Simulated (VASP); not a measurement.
# Sn2TeS (P-6m2) in VASP: notebook

The runs below take Sn2TeS through single point, relaxation of cell and atoms, with PBE.

All numbers are computed with VASP 6.6.1; they aren't measurements. Logs are shortened: lines on timing, memory, paths and dates and some standing lists are left out, and cuts for length are marked.

### 1 The cell of the first run

Symmetry: P-6m2, No. 187, hexagonal system. Conventional cell: a = 4.247 Å, b = 4.247 Å, c = 7.521 Å, α = 90.00°, β = 90.00°, γ = 120.00°. Within 3.9 Å of Sn (site symmetry 3m) lie 3 S at 2.99 Å and 3 Te at 3.19 Å and 1 Sn at 3.43 Å. Within 4.3 Å of Te (site symmetry -6m2) lie 6 Sn at 3.19 Å and 6 Te at 4.25 Å. S (site symmetry -6m2) has 6 Sn at 2.99 Å within 3.9 Å.

The cell was built from a structure type or drawn by symmetry, and may not be a known phase.

### 2 Single point, PBE

INCAR reads:

```
ALGO = Normal
EDIFF = 1E-6
ENCUT = 520
GGA = PE
ISIF = 2
ISMEAR = 0
LASPH = T
LCHARG = F
LREAL = F
LWAVE = F
NBANDS = 28
NELM = 80
PREC = Accurate
SIGMA = 0.1
```

KPOINTS reads:

```
k-points
0
Gamma
  12 12 6
```

POSCAR reads:

```
Sn2TeS
1.0
    4.2474080331      0.0000000000      0.0000000000
   -2.1237040166      3.6783632569      0.0000000000
    0.0000000000      0.0000000000      7.5214674735
Sn Te S
2 1 1
Direct
    0.0000000000      0.0000000000      0.2719634046
    0.0000000000      0.0000000000      0.7280365954
    0.3333333333      0.6666666667      0.0000000000
    0.6666666667      0.3333333333      0.5000000000
```

Potentials or basis: VASP PAW PBE potentials, release 64 (Sn_d, Te, S).

Command:

```
cat potpaw_PBE.64/Sn_d/POTCAR potpaw_PBE.64/Te/POTCAR potpaw_PBE.64/S/POTCAR > POTCAR
mpirun -np 1 vasp_std > vasp.out
```

OUTCAR:

```text
EDIFF = 1E-6
   ENCUT = 520
   GGA = PE
   ISIF = 2
   ISMEAR = 0
   LASPH = T
   LREAL = F
   NELM = 80
   PREC = Accurate

 ion  position               nearest neighbor table
   1  0.000  0.000  0.272-   4 2.99   4 2.99   4 2.99   3 3.19   3 3.19   3 3.19   2 3.43
   2  0.000  0.000  0.728-   4 2.99   4 2.99   4 2.99   3 3.19   3 3.19   3 3.19   1 3.43
   3  0.333  0.667  0.000-   1 3.19   2 3.19   1 3.19   2 3.19   1 3.19   2 3.19
   4  0.667  0.333  0.500-   1 2.99   2 2.99   1 2.99   2 2.99   1 2.99   2 2.99

  LATTYP: Found a hexagonal cell.
 ALAT       =     4.2474080331
 C/A-ratio  =     1.7708370411

  Lattice vectors:

 A1 = (   4.2474080331,   0.0000000000,   0.0000000000)
 A2 = (  -2.1237040166,   3.6783632569,   0.0000000000)
 A3 = (   0.0000000000,   0.0000000000,   7.5214674735)

Analysis of symmetry for initial positions (statically):
=====================================================================
 Subroutine PRICEL returns:
 Original cell was already a primitive cell.

 Routine SETGRP: Setting up the symmetry group for a
 hexagonal supercell.

 Subroutine GETGRP returns: Found 12 space group operations
 (whereof 12 operations were pure point group operations)
 out of a pool of 24 trial point group operations.

The static configuration has the point symmetry D_3h.

Analysis of symmetry for dynamics (positions and initial velocities):
=====================================================================
 Subroutine PRICEL returns:
 Original cell was already a primitive cell.

 Routine SETGRP: Setting up the symmetry group for a
 hexagonal supercell.

 Subroutine GETGRP returns: Found 12 space group operations
 (whereof 12 operations were pure point group operations)
 out of a pool of 24 trial point group operations.

The dynamic configuration has the point symmetry D_3h.

 Subroutine INISYM returns: Found 12 space group operations
 (whereof 12 operations are pure point group operations),
 and found     1 'primitive' translations

----------------------------------------------------------------------------------------

                                     Primitive cell

  volume of cell :     117.5117

  direct lattice vectors                    reciprocal lattice vectors
     4.247408033  0.000000000  0.000000000     0.235437705  0.135930022  0.000000000
    -2.123704017  3.678363257  0.000000000     0.000000000  0.271860045  0.000000000
     0.000000000  0.000000000  7.521467473     0.000000000  0.000000000  0.132952779

  length of vectors
     4.247408033  4.247408033  7.521467473     0.271860045  0.271860045  0.132952779

  position of ions in fractional coordinates (direct lattice)
     0.000000000  0.000000000  0.271963405
     0.000000000  0.000000000  0.728036595
     0.333333333  0.666666667  0.000000000
     0.666666667  0.333333333  0.500000000

  ion indices of the primitive-cell ions
   primitive index   ion index
                 1           1
                 2           2
                 3           3
                 4           4

----------------------------------------------------------------------------------------

 KPOINTS: k-points

Automatic generation of k-mesh.
 Grid dimensions read from file:
 generate k-points for:   12   12    6

 Generating k-lattice:

  Cartesian coordinates                     Fractional coordinates (reciprocal lattice)
     0.019619809  0.011327502  0.000000000     0.083333333  0.000000000  0.000000000
     0.000000000  0.022655004  0.000000000     0.000000000  0.083333333  0.000000000
     0.000000000  0.000000000  0.022158796     0.000000000  0.000000000  0.166666667

  Length of vectors
     0.022655004  0.022655004  0.022158796

  Shift w.r.t. Gamma in fractional coordinates (k-lattice)
     0.000000000  0.000000000  0.000000000

 Subroutine IBZKPT returns following result:
 ===========================================

 Found     76 irreducible k-points:

 Following reciprocal coordinates:
            Coordinates               Weight
  0.000000  0.000000  0.000000      1.000000
  0.083333  0.000000  0.000000      6.000000
  0.166667  0.000000  0.000000      6.000000
  0.250000 -0.000000  0.000000      6.000000
  0.333333  0.000000  0.000000      6.000000
  0.416667  0.000000  0.000000      6.000000
[... 16 lines left out ...]
  0.250000 -0.000000  0.166667     12.000000
  0.333333  0.000000  0.166667     12.000000
 [... further k-points ...]
   k-points           NKPTS =     76   k-points in BZ     NKDIM =     76   number of bands    NBANDS=     28
   number of dos      NEDOS =    301   number of ions     NIONS =      4
   total plane-waves  NPLWV =  57344
   dimension x,y,z NGX =    32 NGY =   32 NGZ =   56
   dimension x,y,z NGXF=    64 NGYF=   64 NGZF=  112
   ions per type =               2   1   1
   NGX,Y,Z   is equivalent  to a cutoff of  12.52, 12.52, 12.38 a.u.
   NGXF,Y,Z  is equivalent  to a cutoff of  25.05, 25.05, 24.76 a.u.
 SYSTEM =  unknown system
   PREC   = accura    normal or accurate (medium, high low for compatibility)
   ISTART =      0    job   : 0-new  1-cont  2-samecut
   ICHARG =      2    charge: 1-file 2-atom 10-const
   ISPIN  =      1    spin polarized calculation?
   LNONCOLLINEAR =      F non collinear calculations
   LSORBIT =      F    spin-orbit coupling
   LASPH  =      T    aspherical Exc in radial PAW
   ENCUT  =  520.0 eV  38.22 Ry    6.18 a.u.   7.90  7.90 13.98*2*pi/ulx,y,z
   NELM   =     80;   NELMIN=  2; NELMDL= -5     # of ELM steps
   EDIFF  = 0.1E-05   stopping-criterion for ELM
   LREAL  =      F    real-space projection
   EDIFFG = 0.1E-04   stopping-criterion for IOM
   NSW    =      0    number of steps for IOM
   IBRION =     -1    ionic relax: 0-MD 1-quasi-New 2-CG
   NFREE  =      0    steps in history (QN), initial steepest desc. (CG)
   ISIF   =      2    stress and relaxation
   ISYM   =      2    0-nonsym 1-usesym 2-fastsym
   POTIM  = 0.5000    time-step for ionic-motion
   TEBEG  =    0.0;   TEEND  =   0.0 temperature during run
   PSTRESS=    0.0 pullay stress
   NELECT =      40.0000    total number of electrons
   NUPDOWN=      -1.0000    fix difference up-down
   EMIN   =  10.00;   EMAX   =-10.00  energy-range for DOS
   EFERMI =   0.00;   METHOD = LEGACY
   ISMEAR =     0;   SIGMA  =   0.10  broadening in eV -4-tet -1-fermi 0-gaus
   EFERMI_NEDOS =   21; number of points for ismear=-14 and -15
   IALGO  =     38    algorithm
   IMIX   =      4    mixing-type and parameters
     AMIX     =   0.40;   BMIX     =  1.00
     AMIX_MAG =   1.60;   BMIX_MAG =  1.00
  volume/ion in A,a.u.               =      29.38       198.25
  Fermi-wavevector in a.u.,A,eV,Ry     =   1.143057  2.160064 17.777081  1.306579
  Thomas-Fermi vector in A             =   2.279753
   LORBIT       =      0    0 simple, 1 ext, 2 COOP (PROOUT), +10 PAW based schemes
   GGA     = PE    functional components
   LHFCALC =     F    Hartree Fock is set to
   AEXX    =    0.0000 exact exchange contribution
   IVDW    =     0    specifies the selected vdW correction
   LEPSILON=     F    determine dielectric tensor
   LRPA    =     F    only Hartree local field effects (RPA)
 non-spin polarized calculation
 Gauss-broadening in eV      SIGMA  =   0.10
  energy-cutoff  :      520.00
  volume of cell :      117.51
 maximum number of plane-waves:      3222
 NGX is ok and might be reduce to    32
   NGX = 15   NGY = 15   NGZ = 27

 number of electron      39.9999988 magnetization

 Free energy of the ion-electron system (eV)
  ---------------------------------------------------
  ext. energy  EPLUGINS =         0.00000000
  ---------------------------------------------------
  free energy    TOTEN  =       -16.00300129 eV

  energy without entropy =      -16.00111112  energy(sigma->0) =      -16.00205621

 E-fermi :   6.3099     XC(G=0):  -9.3816

 val. band max:        6.2892887548   @ k =   0.3333   0.2500   0.0000
 cond. band min:       6.3605138184   @ k =   0.3333   0.2500   0.5000
 fundamental gap:      0.0712250636
 Fermi energy:         6.3098907928

 k-point     1 :       0.0000    0.0000    0.0000
  band No.  band energies     occupation
      1     -15.7275      2.00000
      2     -15.6988      2.00000
      3     -15.6988      2.00000
      4     -15.6938      2.00000
      5     -15.6938      2.00000
      6     -15.6925      2.00000
[... 20 lines left out ...]
     27      10.9626      0.00000
     28      12.2528      0.00000

 k-point     2 :       0.0833    0.0000    0.0000
  band No.  band energies     occupation
      1     -15.7270      2.00000
      2     -15.6994      2.00000
      3     -15.6980      2.00000
      4     -15.6939      2.00000
      5     -15.6930      2.00000
      6     -15.6929      2.00000
[... 20 lines left out ...]
     27      10.6959      0.00000
     28      11.5677      0.00000

 k-point     3 :       0.1667    0.0000    0.0000
  band No.  band energies     occupation
      1     -15.7259      2.00000
      2     -15.7015      2.00000
      3     -15.6966      2.00000
      4     -15.6943      2.00000
      5     -15.6940      2.00000
      6     -15.6916      2.00000
[... 20 lines left out ...]
     27      10.8706      0.00000
     28      11.4103      0.00000

 k-point     4 :       0.2500   -0.0000    0.0000
  band No.  band energies     occupation
      1     -15.7244      2.00000
      2     -15.7047      2.00000
      3     -15.6961      2.00000
      4     -15.6949      2.00000
      5     -15.6948      2.00000
      6     -15.6891      2.00000
[... 20 lines left out ...]
     27      10.8280      0.00000
     28      12.3102      0.00000

 k-point     5 :       0.3333    0.0000    0.0000
  band No.  band energies     occupation
      1     -15.7232      2.00000
      2     -15.7082      2.00000
      3     -15.6963      2.00000
      4     -15.6957      2.00000
      5     -15.6952      2.00000
      6     -15.6858      2.00000
[... 20 lines left out ...]
     27      11.0486      0.00000
     28      13.1656      0.00000

 k-point     6 :       0.4167    0.0000    0.0000
  band No.  band energies     occupation
      1     -15.7225      2.00000
      2     -15.7106      2.00000
      3     -15.6966      2.00000
      4     -15.6963      2.00000
      5     -15.6953      2.00000
      6     -15.6832      2.00000
[... 463 lines left out ...]
      5     -15.6931      2.00000
      6     -15.6924      2.00000
[... 20 lines left out ...]
     27      11.4307      0.00000
     28      11.7552      0.00000

 k-point    22 :       0.1667    0.0000    0.1667
  band No.  band energies     occupation
      1     -15.7235      2.00000
      2     -15.7008      2.00000
      3     -15.6960      2.00000
      4     -15.6945      2.00000
      5     -15.6935      2.00000
      6     -15.6913      2.00000
[... 20 lines left out ...]
     27      11.2240      0.00000
     28      11.8794      0.00000

 k-point    23 :       0.2500   -0.0000    0.1667
  band No.  band energies     occupation
      1     -15.7221      2.00000
      2     -15.7038      2.00000
      3     -15.6953      2.00000
      4     -15.6952      2.00000
      5     -15.6944      2.00000
      6     -15.6889      2.00000
[... 20 lines left out ...]
     27      11.2002      0.00000
     28      12.5870      0.00000

 k-point    24 :       0.3333    0.0000    0.1667
  band No.  band energies     occupation
      1     -15.7209      2.00000
      2     -15.7070      2.00000
      3     -15.6959      2.00000
      4     -15.6954      2.00000
      5     -15.6949      2.00000
      6     -15.6857      2.00000
[... 20 lines left out ...]
     27      11.2035      0.00000
     28      12.6705      0.00000

 [... further k-points ...]
[... 5 lines left out ...]
  --------------------------------------------------------------------------------------
  -------------------------------------------------------------------------------------
  Total       -0.0184893     -0.0184893     -0.0242349      0.0000000      0.0000000      0.0000000
  in kB       -0.2520861     -0.2520861     -0.3304228      0.0000000      0.0000000      0.0000000
  external PRESSURE =      -0.2781983 kB  Pullay stress =       0.0000000 kB

 VOLUME and BASIS-vectors are now :
 -----------------------------------------------------------------------------
  energy-cutoff  :      520.00
  volume of cell :      117.51
      direct lattice vectors                 reciprocal lattice vectors
     4.247408033  0.000000000  0.000000000     0.235437705  0.135930022  0.000000000
    -2.123704017  3.678363257  0.000000000     0.000000000  0.271860045  0.000000000
     0.000000000  0.000000000  7.521467473     0.000000000  0.000000000  0.132952779

 POSITION                                       TOTAL-FORCE (eV/Angst)
 -----------------------------------------------------------------------------------
      0.00000      0.00000      2.04556         0.000000     -0.000000     -0.000080
      0.00000      0.00000      5.47590         0.000000     -0.000000      0.000080
     -0.00000      2.45224      0.00000        -0.000000      0.000000      0.000000
      2.12370      1.22612      3.76073         0.000000     -0.000000      0.000000
 -----------------------------------------------------------------------------------
    total drift:                               -0.000000      0.000000      0.000000

  FREE ENERGIE OF THE ION-ELECTRON SYSTEM (eV)
  ---------------------------------------------------
  free  energy   TOTEN  =       -16.0030012900 eV

  energy  without entropy=      -16.0011111222  energy(sigma->0) =      -16.00205621
```

Run time: 2.5 min. Hardware: 1 thread of AMD EPYC 9R45 (Zen 5), shared host; peak memory 0.35 GiB.

Results:

```
Free energy            : -16.0030 eV
Pressure               : 0.0 GPa
Band gap on the k mesh : zero (bands 20 and 21 overlap by 0.38 eV)
```

Levels at points of the mesh, in eV from the Fermi level:
```
           k point  band 17  band 18  band 19  band 20  band 21  band 22  band 23  band 24
(0.00, 0.00, 0.00)    -2.61    -1.32    -1.32    -0.16     0.74     2.23     2.23     2.29
(0.50, 0.00, 0.00)    -3.58    -1.86    -1.78    -1.05    -0.13     0.88     1.91     3.06
(0.00, 0.00, 0.50)    -1.97    -1.32    -1.32    -1.29     1.91     1.91     2.31     2.31
(0.50, 0.00, 0.50)    -3.34    -3.03    -2.74    -2.45     1.28     2.06     2.37     2.44
```

Caveat: semilocal functionals underestimate gaps, so a narrow gap can read as zero; spin-orbit coupling is left out, which moves the levels of the heavy elements.

(Part 1 of 2 ends here.)
